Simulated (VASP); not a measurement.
# InAs3 (P4/mmm) in VASP: a series of runs, part 2 of 2

VASP 6.6.1.

## Step 3: Single point, PBE

This run uses another cell than the first one, of 21.26 Å³/atom.

INCAR

```
SYSTEM = InAs3
  PREC = Accurate
  ENCUT = 520
  EDIFF = 1E-6
  ISMEAR = 0
  SIGMA = 0.1
  LREAL = .FALSE.
  LASPH = .TRUE.
  NELM = 100
  ALGO = Normal
  ISIF = 2
  LWAVE = .FALSE.
  LCHARG = .TRUE.
  GGA = PE
  LELF = .TRUE.
  LVHAR = .TRUE.
  NBANDS = 22
```

KPOINTS

```
Automatic mesh
0
G
  10 10 12
  0 0 0
```

POSCAR

```
InAs3
1.0
    4.4457608018      0.0000000000      0.0000000000
    0.0000000000      4.4457608018      0.0000000000
    0.0000000000      0.0000000000      4.3030162806
In As
1 3
Direct
    0.0000000000      0.0000000000      0.0000000000
    0.5000000000      0.5000000000      0.0000000000
    0.0000000000      0.5000000000      0.5000000000
    0.5000000000      0.0000000000      0.5000000000
```

Potentials or basis: VASP PAW PBE potentials, release 64 (In_d, As).

Started as:

```
> cat potpaw_PBE.64/In_d/POTCAR potpaw_PBE.64/As/POTCAR > POTCAR
> mpirun -np 1 vasp_std > vasp.out
```

OUTCAR:

```text
SYSTEM = InAs3
   PREC = Accurate
   ENCUT = 520
   EDIFF = 1E-6
   ISMEAR = 0
   LREAL = .FALSE.
   LASPH = .TRUE.
   NELM = 100
   ISIF = 2
   GGA = PE

 ion  position               nearest neighbor table
   1  0.000  0.000  0.000-   3 3.09   4 3.09   3 3.09   4 3.09   3 3.09   3 3.09   4 3.09   4 3.09
                             2 3.14   2 3.14   2 3.14   2 3.14
   2  0.500  0.500  0.000-   1 3.14   1 3.14   1 3.14   1 3.14
   3  0.000  0.500  0.500-   1 3.09   1 3.09   1 3.09   1 3.09
   4  0.500  0.000  0.500-   1 3.09   1 3.09   1 3.09   1 3.09

  LATTYP: Found a simple tetragonal cell.
[... 801 lines left out ...]
  --------------------------------------------------------------------------------------
  -------------------------------------------------------------------------------------
  Total        0.0181485      0.0181485     -0.0056780      0.0000000      0.0000000      0.0000000
  in kB        0.3418899      0.3418899     -0.1069652      0.0000000      0.0000000      0.0000000
  external PRESSURE =       0.1922715 kB  Pullay stress =       0.0000000 kB

 VOLUME and BASIS-vectors are now :
 -----------------------------------------------------------------------------
  energy-cutoff  :      520.00
  volume of cell :       85.05
      direct lattice vectors                 reciprocal lattice vectors
     4.445760802  0.000000000  0.000000000     0.224933379  0.000000000  0.000000000
     0.000000000  4.445760802  0.000000000     0.000000000  0.224933379  0.000000000
     0.000000000  0.000000000  4.303016281     0.000000000  0.000000000  0.232395124

 POSITION                                       TOTAL-FORCE (eV/Angst)
 -----------------------------------------------------------------------------------
      0.00000      0.00000      0.00000         0.000000      0.000000      0.000000
      2.22288      2.22288      0.00000         0.000000      0.000000      0.000000
      0.00000      2.22288      2.15151         0.000000      0.000000      0.000000
      2.22288      0.00000      2.15151         0.000000      0.000000      0.000000
 -----------------------------------------------------------------------------------
    total drift:                                0.000000      0.000000      0.000000

  FREE ENERGIE OF THE ION-ELECTRON SYSTEM (eV)
  ---------------------------------------------------
  free  energy   TOTEN  =       -15.1646856088 eV

  energy  without entropy=      -15.1568158246  energy(sigma->0) =      -15.16075072
```

OSZICAR:

```text
N       E                     dE             d eps       ncg     rms          rms(c)
DAV:   1     0.190797880287E+03    0.19080E+03   -0.12115E+04  6498   0.129E+03
DAV:   2     0.328446127633E+01   -0.18751E+03   -0.17874E+03  6804   0.320E+02
DAV:   3    -0.145936167120E+02   -0.17878E+02   -0.17080E+02  8338   0.933E+01
DAV:   4    -0.152116362942E+02   -0.61802E+00   -0.61485E+00  7460   0.162E+01
DAV:   5    -0.152324389099E+02   -0.20803E-01   -0.20798E-01  9498   0.328E+00    0.395E+00
DAV:   6    -0.151775250036E+02    0.54914E-01   -0.89920E-02  7866   0.512E+00    0.229E+00
DAV:   7    -0.151652118146E+02    0.12313E-01   -0.38053E-02  9198   0.222E+00    0.336E-01
DAV:   8    -0.151646447495E+02    0.56707E-03   -0.41906E-03  7924   0.856E-01    0.955E-02
DAV:   9    -0.151646849217E+02   -0.40172E-04   -0.29838E-04  7794   0.130E-01    0.275E-02
DAV:  10    -0.151646862893E+02   -0.13677E-05   -0.10683E-05  8716   0.218E-02    0.125E-02
DAV:  11    -0.151646856088E+02    0.68056E-06   -0.17147E-06  6046   0.130E-02
   1 F= -.15164686E+02 E0= -.15160751E+02  d E =-.786978E-02
```

stdout:

```text
POSCAR found type information on POSCAR InAs
 POSCAR found :  2 types and       4 ions
 scaLAPACK will be used
 LDA part: xc-table for (Slater+PW92), standard interpolation
 POSCAR, INCAR and KPOINTS ok, starting setup
 FFT: planning ... GRIDC
 FFT: planning ... GRID_SOFT
 FFT: planning ... GRID
 WAVECAR not read
 entering main loop
```

Run time: 4 min. Hardware: 1 thread of Intel Xeon 8259CL, shared host; peak memory 0.38 GiB.

Results:

* Free energy: -15.1647 eV
* Pressure: 0.0 GPa
* Band gap on the k mesh: zero (bands 14 and 15 overlap by 4.35 eV)

Levels at points of the mesh, in eV from the Fermi level:
| k point | band 10 | band 11 | band 12 | band 13 | band 14 | band 15 | band 16 | band 17 | band 18 | band 19 |
| --- | --- | --- | --- | --- | --- | --- | --- | --- | --- | --- |
| (0.00, 0.00, 0.00) | -4.78 | -4.50 | -3.18 | 0.24 | 0.24 | 0.29 | 2.10 | 2.10 | 2.10 | 5.29 |
| (0.50, 0.00, 0.00) | -3.25 | -2.97 | -2.47 | -2.18 | -1.15 | -0.87 | 2.15 | 2.34 | 2.54 | 2.71 |
| (0.50, 0.50, 0.00) | -2.62 | -1.82 | -1.82 | -1.35 | -1.14 | -1.14 | 0.79 | 1.91 | 2.94 | 3.03 |
| (0.00, 0.00, 0.50) | -3.10 | -3.10 | -2.34 | -2.34 | -1.38 | -1.01 | 1.97 | 1.97 | 2.78 | 2.87 |
| (0.50, 0.00, 0.50) | -2.98 | -2.16 | -2.16 | -1.51 | -1.30 | -1.28 | 0.29 | 1.64 | 3.34 | 3.41 |
| (0.50, 0.50, 0.50) | -5.56 | -5.56 | -5.52 | -4.56 | 3.07 | 3.22 | 3.43 | 3.43 | 3.69 | 8.08 |

Caveat: spin-orbit coupling is left out, which moves the levels of the heavy elements.

## Step 4: Relaxation of cell and atoms, PBE

INCAR

```
  ALGO = Normal
  EDIFF = 1E-6
  EDIFFG = -0.01
  ENCUT = 600
  GGA = PE
  IBRION = 2
  ISIF = 3
  ISMEAR = 0
  LASPH = True
  LCHARG = False
  LREAL = False
  LWAVE = False
  NELM = 80
  NSW = 100
  PREC = Accurate
  SIGMA = 0.1
```

KPOINTS

```
k-points
0
Gamma
  10 10 12
```

POSCAR

```
InAs3
1.0
    4.4482223526      0.0000000000      0.0000000000
    0.0000000000      4.4482223526      0.0000000000
    0.0000000000      0.0000000000      4.3108067486
In As
1 3
Direct
    0.0000000000      0.0000000000      0.0000000000
    0.5000000000      0.5000000000      0.0000000000
    0.0000000000      0.5000000000      0.5000000000
    0.5000000000      0.0000000000      0.5000000000
```

Started as:

```
> cat potpaw_PBE.64/In_d/POTCAR potpaw_PBE.64/As/POTCAR > POTCAR
> mpirun -np 1 vasp_std > vasp.out
```

Run time: 6.2 min. Hardware: 1 thread of Intel Xeon 8259CL, shared host; peak memory 0.42 GiB.

Results (log left out):

```
Free energy                           : -15.1648 eV
Relaxed volume                        : 21.26 Å³/atom
Relaxed cell                          : a = 4.445 Å, b = 4.445 Å, c = 4.306 Å, α = 90.00°, β = 90.00°, γ = 90.00°
Space group after relaxing (to 0.1 Å) : P4/mmm (No. 123)
Energy gained by relaxing             : 0.0 meV/atom
Ionic steps                           : 2
Pressure after relaxing               : 0.0 GPa
Band gap on the k mesh                : zero (bands 14 and 15 overlap by 4.35 eV)
```

Final structure:
```xyz
4
Lattice="4.4446 0.0000 0.0000 0.0000 4.4446 0.0000 0.0000 0.0000 4.3058" Properties=species:S:1:pos:R:3 pbc="T T T"
In    0.0000    0.0000    0.0000
As    2.2223    2.2223    0.0000
As    0.0000    2.2223    2.1529
As    2.2223    0.0000    2.1529
```

Levels at points of the mesh, in eV from the Fermi level:
```
           k point  band 10  band 11  band 12  band 13  band 14  band 15  band 16  band 17  band 18
(0.00, 0.00, 0.00)    -4.78    -4.50    -3.18     0.24     0.24     0.29     2.09     2.09     2.10
(0.50, 0.00, 0.00)    -3.25    -2.97    -2.46    -2.19    -1.15    -0.87     2.15     2.34     2.54
(0.50, 0.50, 0.00)    -2.62    -1.83    -1.83    -1.35    -1.14    -1.14     0.78     1.90     2.96
(0.00, 0.00, 0.50)    -3.10    -3.10    -2.34    -2.34    -1.38    -1.01     1.97     1.97     2.79
(0.50, 0.00, 0.50)    -2.97    -2.16    -2.16    -1.51    -1.30    -1.28     0.29     1.64     3.34
(0.50, 0.50, 0.50)    -5.56    -5.56    -5.52    -4.56     3.08     3.23     3.42     3.42     3.68
```

Caveat: spin-orbit coupling is left out, which moves the levels of the heavy elements.

## Step 5: Overview

```tsv
task	cell	k mesh	cutoff (eV)	gap on the mesh (eV)	pressure (GPa)
single point	a = 4.448, b = 4.448, c = 4.311 Å, 4 atoms	4 × 4 × 4	520	none	0.1
single point	a = 4.446, b = 4.446, c = 4.303 Å, 4 atoms	10 × 10 × 12	520	none	0.0
relaxation of cell and atoms	relaxed from a = 4.448, b = 4.448, c = 4.311 Å, 4 atoms	10 × 10 × 12	600	none	0.0
```

Alike in all rows: level PBE; potentials or basis VASP PAW PBE potentials, release 64 (In_d, As); no spin polarisation; smearing gaussian 0.1 eV.

Caveats: some runs use coarse meshes; spin-orbit coupling is left out, which moves the levels of the heavy elements.

Total energies depend on the potentials used, so only differences within one code and one set of settings carry meaning.
